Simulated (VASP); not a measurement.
The system is SrVO3.

```
Sr V O
1.0
     3.73334    0.00054    0.00451
     0.00054    3.74554    0.01809
     0.00451    0.01809    3.73332
Sr V O
1 1 3
Cartesian
  1.8937 1.8911 1.9647
  0.0049 0.0070 0.0203
  1.8360 0.0425 0.0064
  3.6719 1.8899 0.0451
  3.6912 3.7430 1.8944
```

Base run:

* Program: VASP 6.6.1
* Functional: r2SCAN
* Potentials or basis: VASP PAW PBE potentials, release 64 (Sr_sv, V_sv, O)
* Cutoff: 520 eV
* k mesh: 5 × 5 × 5, shifted
* Occupations: methfessel-paxton, width 0.0276 eV
* Spin: collinear spin, ferromagnetic start
* Starting moments: [0.0, 0.8, 0.0, 0.0, 0.0] μB
* Hubbard terms: V d U = 1.04 eV

Its results: pressure 19.6 GPa; net moment -0.04 μB per cell; site moments Sr +0.00; V -0.04; O +0.00, -0.00 (each value once) μB; largest force 0.727 eV/Å.

Q: The run is repeated on the same cell with these changes: functional from r2SCAN to PBE; further incar settings from ALGO = Normal; EDIFF = 1e-07; NBANDS = 32 to ALGO = Normal; EDIFF = 1e-06; NBANDS = 32; ISYM = 0. What comes out?

A: Pressure 23.8 GPa; net moment -0.04 μB per cell; site moments Sr -0.00; V -0.04; O +0.00, -0.00 (each value once) μB; largest force 0.719 eV/Å.

Caveats: the cell stands under pressure; the moments typed at the start vanished in this run; the PAW data sets were made with another functional, which shifts forces and pressure a little (at least some runs).
